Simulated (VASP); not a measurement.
BP (rocksalt type), 2 atoms in the cell. The structure is cubic, space group Fm-3m (No. 225). Conventional cell: a = 3.676 Å, b = 3.676 Å, c = 3.676 Å, α = 90.00°, β = 90.00°, γ = 90.00°. B (site symmetry m-3m) has 6 P at 1.84 Å within 2.4 Å. Within 2.4 Å of P (site symmetry m-3m) lie 6 B at 1.84 Å.  This cell differs from its parent crystal: volume scaled by 0.64.

| Quantity | Value |
| --- | --- |
| Program | VASP 6.6.1 |
| Task | single point |
| Functional | LDA |
| Potentials or basis | VASP PAW LDA potentials, release 64 (B, P) |
| Cutoff | 500 eV |
| k mesh | 15 × 15 × 15 |
| Occupations | fermi-dirac, width 0.1 eV |
| Spin | no spin polarisation |
| Dipole correction | no |
| Further INCAR settings | ALGO = Normal; EDIFF = 1e-06; NBANDS = 11 |

Potentials or basis: VASP PAW LDA potentials, release 64 (B, P).

The run is started by

```console
$ cat potpaw_LDA.64/B/POTCAR potpaw_LDA.64/P/POTCAR > POTCAR
$ mpirun -np 1 vasp_std > vasp.out
```

Hardware: 1 thread of Intel(R) Xeon(R) Platinum 8481C CPU @ 2.70GHz (Sapphire Rapids), with other jobs on the host.

Task: How long does it take, and how much memory?

Result: Run time: 6 s on 1 thread of Intel(R) Xeon(R) Platinum 8481C CPU @ 2.70GHz (Sapphire Rapids), with other jobs on the host, peak memory 0.12 GiB. Counts: scf iterations 11, k points 120.
